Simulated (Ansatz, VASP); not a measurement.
## As: VASP beside Ansatz

```
CELL_PARAMETERS angstrom
4.35947 0.00000 0.00000
-2.17973 3.77541 0.00000
0.00000 0.00000 5.70737
ATOMIC_POSITIONS crystal
As 0.00000 0.00000 0.25000
As 0.00000 0.00000 0.75000
As 0.33333 0.66667 0.75000
As 0.66667 0.33333 0.25000
```

Alike in both runs: task relaxation of cell and atoms; functional PBEsol; k mesh 6 × 6 × 4; occupations gaussian, width 0.1 eV; no spin polarisation.

|  | VASP | Ansatz |
| --- | --- | --- |
| version | VASP 6.6.1 | Ansatz 0.2.0 |
| potentials or method | VASP PAW PBE potentials, release 64 (As), cutoff 600 eV | scalar-relativistic, plane waves, PAW |
| valence electrons in the cell | 20 | 60 |

|  | VASP | Ansatz | Ansatz less VASP |
| --- | --- | --- | --- |
| gap on the k mesh at the Fermi level, each at its own relaxed structure (eV) | none | none | - |
| relaxed volume (Å³/atom) | 22.68 | 22.61 | -0.078 |
| relaxed cell length with the largest relative difference (Å) | 4.399 | 4.393 | -0.0060 |

VASP's potentials were made for PBE, not for PBEsol. A gap of «none» marks a metal or a gap that the smearing closes. VASP's potentials hold 20 valence electrons a cell and Ansatz's 60, so a difference there can come from the potentials and not from the codes.
